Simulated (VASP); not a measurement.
# TaN (P6/mmm) in VASP: notebook, part 2 of 2

VASP 6.6.1. Earlier steps stand in the parts before.

**3. Single point, r2SCAN**

Contents of POSCAR:

```
TaN
1.0
    5.2392842521      0.0000000000      0.0000000000
   -2.6196421261      4.5373532600      0.0000000000
    0.0000000000      0.0000000000      2.9047770841
Ta N
3 3
Direct
    0.0000000000      0.0000000000      0.0000000000
    0.3333333333      0.6666666667      0.5000000000
    0.6666666667      0.3333333333      0.5000000000
    0.5000000000      0.0000000000      0.0000000000
    0.5000000000      0.5000000000      0.0000000000
    0.0000000000      0.5000000000      0.0000000000
```

Contents of INCAR.step1:

```
ALGO = Normal
EDIFF = 1E-4
ENCUT = 520
GGA = PE
ISMEAR = 0
LASPH = T
LCHARG = F
LREAL = F
LWAVE = T
NBANDS = 33
NELM = 100
PREC = Accurate
SIGMA = 0.1
```

Contents of INCAR.step2:

```
ALGO = Normal
EDIFF = 1E-7
ENCUT = 520
ISIF = 2
ISMEAR = 0
ISTART = 1
LASPH = T
LCHARG = F
LMIXTAU = T
LREAL = F
LWAVE = F
METAGGA = R2SCAN
NBANDS = 33
NELM = 100
PREC = Accurate
SIGMA = 0.1
```

Contents of KPOINTS:

```
k-points
0
Gamma
  12 12 12
```

Potentials or basis: VASP PAW PBE potentials, release 64 (Ta_pv, N).

Started as:

```console
> cat potpaw_PBE.64/Ta_pv/POTCAR potpaw_PBE.64/N/POTCAR > POTCAR
> cp INCAR.step1 INCAR
> mpirun -np 1 vasp_std > vasp.out
> cp INCAR.step2 INCAR
> mpirun -np 1 vasp_std > vasp.out
```

OUTCAR:

```text
EDIFF = 1E-7
   ENCUT = 520
   ISIF = 2
   ISMEAR = 0
   ISTART = 1
   LASPH = T
   LREAL = F
   METAGGA = R2SCAN
   NELM = 100
   PREC = Accurate

 ion  position               nearest neighbor table
   1  0.000  0.000  0.000-   4 2.62   4 2.62   5 2.62   5 2.62   6 2.62   6 2.62   3 3.36   3 3.36
                             2 3.36   2 3.36   2 3.36   3 3.36   2 3.36   3 3.36   2 3.36   3 3.36
   2  0.333  0.667  0.500-   6 2.10   6 2.10   4 2.10   4 2.10   5 2.10   5 2.10   3 3.02   3 3.02
                             3 3.02   1 3.36   1 3.36   1 3.36   1 3.36   1 3.36   1 3.36
   3  0.667  0.333  0.500-   6 2.10   6 2.10   4 2.10   4 2.10   5 2.10   5 2.10   2 3.02   2 3.02
                             2 3.02   1 3.36   1 3.36   1 3.36   1 3.36   1 3.36   1 3.36
   4  0.500  0.000  0.000-   2 2.10   3 2.10   2 2.10   3 2.10   1 2.62   1 2.62
   5  0.500  0.500  0.000-   2 2.10   3 2.10   2 2.10   3 2.10   1 2.62   1 2.62
   6  0.000  0.500  0.000-   2 2.10   3 2.10   2 2.10   3 2.10   1 2.62   1 2.62

  LATTYP: Found a hexagonal cell.
 ALAT       =     5.2392842521
 C/A-ratio  =     0.5544225021

  Lattice vectors:

 A1 = (   5.2392842521,   0.0000000000,   0.0000000000)
 A2 = (  -2.6196421261,   4.5373532600,   0.0000000000)
 A3 = (   0.0000000000,   0.0000000000,   2.9047770841)

Analysis of symmetry for initial positions (statically):
=====================================================================
 Subroutine PRICEL returns:
 Original cell was already a primitive cell.

 Routine SETGRP: Setting up the symmetry group for a
 hexagonal supercell.

 Subroutine GETGRP returns: Found 24 space group operations
 (whereof 24 operations were pure point group operations)
 out of a pool of 24 trial point group operations.

The static configuration has the point symmetry D_6h.

Analysis of symmetry for dynamics (positions and initial velocities):
=====================================================================
 Subroutine PRICEL returns:
 Original cell was already a primitive cell.

 Routine SETGRP: Setting up the symmetry group for a
 hexagonal supercell.

 Subroutine GETGRP returns: Found 24 space group operations
[... 131 lines left out ...]
     AMIX_MAG =   1.60;   BMIX_MAG =  1.00
  volume/ion in A,a.u.               =      11.51        77.67
  Fermi-wavevector in a.u.,A,eV,Ry     =   1.450194  2.740469 28.613907  2.103063
  Thomas-Fermi vector in A             =   2.567834
   LORBIT       =      0    0 simple, 1 ext, 2 COOP (PROOUT), +10 PAW based schemes
   METAGGA = R2SCAN    functional components
   LHFCALC =     F    Hartree Fock is set to
   AEXX    =    0.0000 exact exchange contribution
   IVDW    =     0    specifies the selected vdW correction
   LEPSILON=     F    determine dielectric tensor
   LRPA    =     F    only Hartree local field effects (RPA)
 non-spin polarized calculation
 Gauss-broadening in eV      SIGMA  =   0.10
  energy-cutoff  :      520.00
  volume of cell :       69.05
 maximum number of plane-waves:      1895
 NGX is ok and might be reduce to    40
   NGX = 19   NGY = 19   NGZ = 11

 number of electron      48.0000000 magnetization

 Free energy of the ion-electron system (eV)
  ---------------------------------------------------
  ext. energy  EPLUGINS =         0.00000000
  ---------------------------------------------------
  free energy    TOTEN  =      -178.41390005 eV

  energy without entropy =     -178.41067050  energy(sigma->0) =     -178.41228528

 E-fermi :   8.0780     XC(G=0): -13.9361

 val. band max:        8.0441945790   @ k =   0.0833   0.0833   0.1667
 cond. band min:       8.1002011524   @ k =   0.1667   0.0833   0.4167
 fundamental gap:      0.0560065734
 Fermi energy:         8.0780123522

 k-point     1 :       0.0000    0.0000    0.0000
  band No.  band energies     occupation
      1     -29.5954      2.00000
      2     -29.5954      2.00000
      3     -29.2073      2.00000
      4     -29.2073      2.00000
      5     -28.9695      2.00000
      6     -28.8415      2.00000
[... 853 lines left out ...]
     32      11.7023      0.00000
     33      11.7997      0.00000

 [... further k-points ...]
[... 5 lines left out ...]
  --------------------------------------------------------------------------------------
  -------------------------------------------------------------------------------------
  Total        0.6669530      0.6669530      0.8162121     -0.0000000      0.0000000     -0.0000000
  in kB       15.4745656     15.4745656     18.9376561     -0.0000000      0.0000000     -0.0000000
  external PRESSURE =      16.6289291 kB  Pullay stress =       0.0000000 kB

 VOLUME and BASIS-vectors are now :
 -----------------------------------------------------------------------------
  energy-cutoff  :      520.00
  volume of cell :       69.05
      direct lattice vectors                 reciprocal lattice vectors
     5.239284252  0.000000000  0.000000000     0.190865766  0.110196401  0.000000000
    -2.619642126  4.537353260  0.000000000     0.000000000  0.220392802  0.000000000
     0.000000000  0.000000000  2.904777084     0.000000000  0.000000000  0.344260496

 POSITION                                       TOTAL-FORCE (eV/Angst)
 -----------------------------------------------------------------------------------
      0.00000      0.00000      0.00000        -0.000000      0.000000     -0.000000
     -0.00000      3.02490      1.45239         0.000000     -0.000000      0.000000
      2.61964      1.51245      1.45239         0.000000      0.000000     -0.000000
      2.61964      0.00000      0.00000        -0.000000      0.000000     -0.000000
      1.30982      2.26868      0.00000        -0.000000      0.000000     -0.000000
     -1.30982      2.26868      0.00000        -0.000000      0.000000     -0.000000
 -----------------------------------------------------------------------------------
    total drift:                               -0.000000      0.000000     -0.000000

  FREE ENERGIE OF THE ION-ELECTRON SYSTEM (eV)
  ---------------------------------------------------
  free  energy   TOTEN  =      -178.4139000550 eV

  energy  without entropy=     -178.4106704985  energy(sigma->0) =     -178.41228528
```

OSZICAR.step1:

```text
N       E                     dE             d eps       ncg     rms          rms(c)
DAV:   1     0.446955218926E+03    0.44696E+03   -0.26042E+04  8794   0.152E+03
DAV:   2    -0.455517404733E+02   -0.49251E+03   -0.47012E+03 10036   0.448E+02
DAV:   3    -0.748641320692E+02   -0.29312E+02   -0.28667E+02 10780   0.105E+02
DAV:   4    -0.754970523189E+02   -0.63292E+00   -0.62694E+00 11122   0.148E+01
DAV:   5    -0.755106279030E+02   -0.13576E-01   -0.13555E-01 11258   0.176E+00    0.450E+01
DAV:   6    -0.653440750965E+02    0.10167E+02   -0.49437E+01 11233   0.386E+01    0.192E+01
DAV:   7    -0.649721554468E+02    0.37192E+00   -0.39251E+00 11333   0.142E+01    0.112E+01
DAV:   8    -0.648174297510E+02    0.15473E+00   -0.69771E-01 11045   0.514E+00    0.421E+00
DAV:   9    -0.647806904437E+02    0.36739E-01   -0.97447E-02 10895   0.285E+00    0.486E-01
DAV:  10    -0.647793336892E+02    0.13568E-02   -0.20189E-02 11355   0.777E-01    0.220E-01
DAV:  11    -0.647789852843E+02    0.34840E-03   -0.33666E-03 11113   0.374E-01    0.562E-02
DAV:  12    -0.647789580648E+02    0.27220E-04   -0.23505E-04  8710   0.105E-01
   1 F= -.64778958E+02 E0= -.64777344E+02  d E =-.322892E-02
```

Wall time 8.2 min (1 thread of Intel Xeon 6975P-C (Granite Rapids), shared host); peak memory 0.37 GiB.

What came out:

| Item | Value |
| --- | --- |
| Free energy | -178.4139 eV |
| Pressure | 1.7 GPa |
| Band gap on the k mesh | zero (band 24 reaches 9.09 eV, above the bottom of band 25 at 6.87 eV) |

Levels at points of the mesh, in eV from the Fermi level:
```
           k point  band 22  band 23  band 24  band 25  band 26  band 27
(0.00, 0.00, 0.00)    -2.77    -2.27    -1.21    -1.21     0.92     0.92
(0.50, 0.00, 0.00)    -3.32    -1.80    -0.75     1.33     1.85     1.96
(0.00, 0.00, 0.50)    -3.44    -2.15     0.96     0.96     1.46     2.00
(0.50, 0.00, 0.50)    -3.31    -2.32    -1.41     1.01     1.44     3.12
```

Caveat: the PAW data sets were made with another functional, which shifts forces and pressure a little; spin-orbit coupling is left out, which moves the levels of the heavy elements.

**4. Single point, r2SCAN (biaxial strain in the a-b plane: +6.0 %, then relaxed in part)**

Edit POSCAR of step 3 so:

```diff
@@ -2,5 +2,5 @@
 1.0
-    5.2392842521      0.0000000000      0.0000000000
-   -2.6196421261      4.5373532600      0.0000000000
-    0.0000000000      0.0000000000      2.9047770841
+    5.5536413075      0.0000000000      0.0000000000
+   -2.7768206538      4.8095944558      0.0000000000
+    0.0000000000      0.0000000000      2.8320931310
 Ta N
```

Contents of INCAR.step1:

```
PREC     = Accurate       # precision mode
ENCUT    = 520            # plane-wave cutoff, eV
ISMEAR   = 0              # smearing method
SIGMA    = 0.1            # smearing width, eV
LREAL    = F              # projectors in reciprocal space
LASPH    = T              # aspherical terms in the spheres
NELM     = 60             # most SCF steps
NBANDS   = 33             # bands
GGA      = PE             # functional
ALGO     = Normal         # electronic algorithm
EDIFF    = 1E-4           # SCF threshold, eV
LWAVE    = T              # write WAVECAR
LCHARG   = F              # write CHGCAR
```

Contents of INCAR.step2:

```
PREC     = Accurate       # precision mode
ENCUT    = 520            # plane-wave cutoff, eV
EDIFF    = 1E-6           # SCF threshold, eV
ISMEAR   = 0              # smearing method
SIGMA    = 0.1            # smearing width, eV
LREAL    = F              # projectors in reciprocal space
LASPH    = T              # aspherical terms in the spheres
NELM     = 60             # most SCF steps
ALGO     = Normal         # electronic algorithm
ISIF     = 2              # what is computed and relaxed
LWAVE    = F              # write WAVECAR
LCHARG   = F              # write CHGCAR
METAGGA  = R2SCAN         # meta-GGA
LMIXTAU  = T            
NBANDS   = 33             # bands
ISTART   = 1
```

Contents of KPOINTS:

```
Automatic mesh
0
Gamma
  12 12 12
```

Started as:

```console
> cat potpaw_PBE.64/Ta_pv/POTCAR potpaw_PBE.64/N/POTCAR > POTCAR
> cp INCAR.step1 INCAR
> mpirun -np 1 vasp_std > vasp.out
> cp INCAR.step2 INCAR
> mpirun -np 1 vasp_std > vasp.out
```

Run time: 32 min. Hardware: 1 thread of Oxide Virtual Turin-like, shared host; peak memory 0.36 GiB.

Results (log left out):

* Free energy: -177.7308 eV
* Pressure: -16.4 GPa
* Band gap on the k mesh: zero (band 24 reaches 8.02 eV, above the bottom of band 25 at 5.88 eV)

Stress tensor (GPa, compression positive):
```
-25.19   0.00   0.00
  0.00 -25.19   0.00
  0.00   0.00   1.30
```

Levels at points of the mesh, in eV from the Fermi level:
```
           k point  band 20  band 21  band 22  band 23  band 24  band 25  band 26  band 27  band 28  band 29
(0.00, 0.00, 0.00)    -3.73    -2.77    -2.73    -2.72    -1.18    -1.18     0.42     1.49     1.55     1.55
(0.50, 0.00, 0.00)    -3.91    -3.69    -3.54    -1.83    -1.08     1.02     1.66     2.03     2.25     2.68
(0.00, 0.00, 0.50)    -3.42    -3.33    -3.33    -2.03     0.92     0.92     1.64     1.80     1.80     2.27
(0.50, 0.00, 0.50)    -4.30    -3.32    -2.90    -1.63    -1.52     0.95     1.31     2.59     2.77     3.53
```

Caveat: the cell differs from its parent crystal (biaxial strain in the a-b plane: +6.0 %, then relaxed in part); the PAW data sets were made with another functional, which shifts forces and pressure a little; spin-orbit coupling is left out, which moves the levels of the heavy elements.

**5. The runs side by side**

```tsv
cell	k mesh	smearing	gap on the mesh (eV)	pressure (GPa)
a = 5.239, b = 5.239, c = 2.905 Å, angles 90.0, 90.0, 120.0°, 6 atoms	6 × 6 × 12	gaussian 0.15 eV	none	1.7
a = 5.239, b = 5.239, c = 2.905 Å, angles 90.0, 90.0, 120.0°, 6 atoms	12 × 12 × 12	gaussian 0.1 eV	none	1.7
a = 5.554, b = 5.554, c = 2.832 Å, angles 90.0, 90.0, 120.0°, 6 atoms	12 × 12 × 12	gaussian 0.1 eV	none	-16.4
```

Alike in all rows: task single point; level r2SCAN; potentials or basis VASP PAW PBE potentials, release 64 (Ta_pv, N); no spin polarisation; cutoff (eV) 520.

Caveats: the PAW data sets were made with another functional, which shifts forces and pressure a little; spin-orbit coupling is left out, which moves the levels of the heavy elements.

Absolute energies hang on the potentials; compare differences alone.
